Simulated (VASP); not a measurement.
Write the native input for VASP 6.6.1 that does the following.

| Quantity | Value |
| --- | --- |
| Task | single point |
| Functional | r2SCAN |
| Potentials or basis | VASP PAW PBE potentials, release 64 (Cu, O) |
| Cutoff | 520 eV |
| k mesh | 9 × 9 × 5 |
| Occupations | fermi-dirac, width 0.05 eV |
| Spin | no spin polarisation |
| Dipole correction | no |
| Further INCAR settings | ALGO = Normal; EDIFF = 1e-06; NBANDS = 25 |

The system is CuO.

```
CELL_PARAMETERS angstrom
2.01717 -2.18189 0.00000
2.01717 2.18189 0.00000
0.00000 0.00000 5.22378
ATOMIC_POSITIONS crystal
Cu 0.50000 0.00000 0.00000
Cu 0.00000 0.50000 0.50000
O 0.50000 0.50000 0.25000
O 0.50000 0.50000 0.75000
```

These files were run (other wordings do the same):

POSCAR

```
CuO
1.0
    2.0171679519     -2.1818894341      0.0000000000
    2.0171679519      2.1818894341      0.0000000000
    0.0000000000      0.0000000000      5.2237769386
Cu O
2 2
Direct
    0.5000000000      0.0000000000      0.0000000000
    0.0000000000      0.5000000000      0.5000000000
    0.5000000000      0.5000000000      0.2500000000
    0.5000000000      0.5000000000      0.7500000000
```

INCAR.step1

```
  ALGO = Normal
  EDIFF = 1E-4
  ENCUT = 520
  GGA = PE
  ISMEAR = -1
  LASPH = T
  LCHARG = F
  LREAL = F
  LWAVE = T
  NBANDS = 25
  NELM = 60
  PREC = Accurate
  SIGMA = 0.05
```

INCAR.step2

```
  ALGO = Normal
  EDIFF = 1E-6
  ENCUT = 520
  ISIF = 2
  ISMEAR = -1
  ISTART = 1
  LASPH = T
  LCHARG = F
  LMIXTAU = T
  LREAL = F
  LWAVE = F
  METAGGA = R2SCAN
  NBANDS = 25
  NELM = 60
  PREC = Accurate
  SIGMA = 0.05
```

KPOINTS

```
k-points
0
Gamma
  9 9 5
```

Potentials or basis: VASP PAW PBE potentials, release 64 (Cu, O).

Command:

```bash
$ cat potpaw_PBE.64/Cu/POTCAR potpaw_PBE.64/O/POTCAR > POTCAR
$ cp INCAR.step1 INCAR
$ mpirun -np 1 vasp_std > vasp.out
$ cp INCAR.step2 INCAR
$ mpirun -np 1 vasp_std > vasp.out
```

It gave:

```json
{
  "Pressure": "-9.4 GPa",
  "Band gap on the k mesh": "zero (bands 17 and 18 overlap by 0.83 eV)"
}
```

Caveat: the cell stands under tension; the PAW data sets were made with another functional, which shifts forces and pressure a little; semilocal functionals often make such compounds metallic where correlation or magnetic order opens a gap, which also shifts bond lengths.

Wall time 95 s on 1 thread of Intel(R) Xeon(R) 6975P-C (Granite Rapids) (shared host), peak memory 0.21 GiB.
